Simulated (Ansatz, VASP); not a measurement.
Ca: VASP beside Ansatz

POSCAR

```
Ca
1.0
    3.8282232664      0.0000000000      0.0000000000
   -1.9141116332      3.3153386000      0.0000000000
    0.0000000000      0.0000000000     12.5580852494
Ca
4
Direct
    0.0000000000      1.0000000000      1.0000000000
    1.0000000000      1.0000000000      0.5000000000
    0.3333333333      0.6666666667      0.2500000000
    0.6666666667      0.3333333333      0.7500000000
```

INCAR.step1

```
PREC = Accurate
ENCUT = 520
ISMEAR = -1
SIGMA = 0.1
LREAL = False
LASPH = True
NELM = 100
NBANDS = 28
GGA = PE
ALGO = Normal
EDIFF = 1E-4
LWAVE = True
LCHARG = False
```

The input INCAR.step2:

```
PREC = Accurate
ENCUT = 520
EDIFF = 1E-6
ISMEAR = -1
SIGMA = 0.1
LREAL = False
LASPH = True
NELM = 100
ALGO = Normal
ISIF = 2
LWAVE = False
LCHARG = True
METAGGA = R2SCAN
LMIXTAU = True
LELF = True
LVHAR = True
NBANDS = 28
ISTART = 1
```

The input KPOINTS:

```
Automatic mesh
0
Gamma
  10 10 3
```

Input for Ansatz:

```yaml
crystal:
  lattice:
    - [3.8282232664, 0.0, 0.0]
    - [-1.9141116332, 3.3153386, 0.0]
    - [0.0, 0.0, 12.5580852494]
  atoms:
    - { symbol: Ca, position: [0.0, 1.0, 1.0] }
    - { symbol: Ca, position: [1.0, 1.0, 0.5] }
    - { symbol: Ca, position: [0.3333333333, 0.6666666667, 0.25] }
    - { symbol: Ca, position: [0.6666666667, 0.3333333333, 0.75] }
hamiltonian:
  xc: r2scan
  pseudopotentials:
    kind: paw
    azcp:
      Ca: "pseudopotentials/Ca.paw.azcp"
basis:
  ecutwfc: 500
  fft_grid_basis: typed
kpoints:
  mp_grid: { grid: [10, 10, 3], shift: [0, 0, 0] }
magnetization:
  spin_polarized: false
scf:
  occupations: { method: fermi_dirac, width: 0.1 }
  lower_state_search: "off"
output:
  stress: true
```

Alike in both runs: task single point; functional r2SCAN; k mesh 10 × 10 × 3; occupations fermi-dirac, width 0.1 eV; no spin polarisation.

|  | VASP | Ansatz |
| --- | --- | --- |
| version | VASP 6.6.1 | Ansatz 0.2.0 |
| potentials or method | VASP PAW PBE potentials, release 64 (Ca_sv), cutoff 520 eV | plane waves (500 eV) with PAW, scalar-relativistic |
| valence electrons in the cell | 40 | 40 |

```tsv
	VASP	Ansatz	Ansatz less VASP
pressure (GPa)	1.8	1.7	-0.07
traceless stress, the component that is largest in VASP (GPa)	0.13	0.13	-0.005
```

VASP's potentials were made for PBE, not for r2SCAN.
